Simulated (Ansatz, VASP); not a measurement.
## Ca: VASP beside Ansatz

```
Ca
1.0
     3.98000    0.00000    0.00000
    -1.99000    3.44678    0.00000
     0.00000    0.00000    6.52000
Ca
2
Direct
  0.33333 0.66667 0.25000
  0.66667 0.33333 0.75000
```

Alike in both runs: task single point; functional LDA; k mesh 15 × 15 × 8; occupations gaussian, width 0.15 eV; no spin polarisation.

|  | VASP | Ansatz |
| --- | --- | --- |
| version | VASP 6.6.1 | Ansatz 0.2.0 |
| potentials or method | VASP PAW LDA potentials, release 64 (Ca_sv), cutoff 520 eV | scalar-relativistic, plane waves, PAW |
| valence electrons in the cell | 20 | 20 |

|  | VASP | Ansatz | Ansatz less VASP |
| --- | --- | --- | --- |
| gap on the k mesh at the Fermi level (eV) | none | none | - |
| pressure (GPa) | -2.4 | -2.3 | +0.02 |

LDA's correlation is that of Perdew and Zunger in VASP and of Perdew and Wang (1992) in Ansatz. A gap of «none» marks a metal or a gap that the smearing closes.
